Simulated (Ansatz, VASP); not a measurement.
**Two plane-wave programs on TiAl3**

Contents of INCAR:

```
SYSTEM = TiAl3
PREC = Accurate ; ENCUT = 520
EDIFF = 1E-6 ; ISMEAR = 0
SIGMA = 0.1 ; LREAL = .False.
LASPH = .True. ; NELM = 100
ALGO = Normal ; ISIF = 2
LWAVE = .False. ; LCHARG = .False.
GGA = PS ; NBANDS = 18
```

Contents of KPOINTS:

```
Automatic mesh
0
Gamma
  10 10 10
  0 0 0
```

Contents of POSCAR:

```
TiAl3
1.0
    3.9652835311      0.0000000000      0.0000000000
    0.0000000000      3.9652835311      0.0000000000
    0.0000000000      0.0000000000      3.9652835311
Ti Al
1 3
Direct
    0.0000000000      0.0000000000      0.0000000000
    0.5000000000      0.5000000000      0.0000000000
    0.5000000000      0.0000000000      0.5000000000
    0.0000000000      0.5000000000      0.5000000000
```

Input for Ansatz:

```yaml
crystal:
  lattice:
    - [3.9652835311, 0.0, 0.0]
    - [0.0, 3.9652835311, 0.0]
    - [0.0, 0.0, 3.9652835311]
  atoms:
    - { symbol: Ti, position: [0.0, 0.0, 0.0] }
    - { symbol: Al, position: [0.5, 0.5, 0.0] }
    - { symbol: Al, position: [0.5, 0.0, 0.5] }
    - { symbol: Al, position: [0.0, 0.5, 0.5] }
basis:
  ecutwfc: 420
kpoints:
  mp_grid: { grid: [10, 10, 10] }
hamiltonian:
  xc: pbesol
scf:
  occupations: { method: gaussian, width: 0.1 }
output:
  forces: true
  stress: true
  eigenvalues: true
```

Alike in both runs: task single point; functional PBEsol; k mesh 10 × 10 × 10; occupations gaussian, width 0.1 eV; no spin polarisation.

|  | VASP | Ansatz |
| --- | --- | --- |
| version | VASP 6.6.1 | Ansatz 0.2.0 |
| potentials or method | VASP PAW PBE potentials, release 64 (Ti_sv, Al), cutoff 520 eV | scalar-relativistic, plane waves, PAW |
| valence electrons in the cell | 21 | 21 |

```csv
,VASP,Ansatz,Ansatz less VASP
gap on the k mesh at the Fermi level (eV),none,none,-
pressure (GPa),-1.4,-1.4,+0.01
```

VASP's potentials were made for PBE, not for PBEsol. A gap of «none» marks a metal or a gap that the smearing closes. The functional is the same, so the differences come from potentials, cutoffs and numerics.
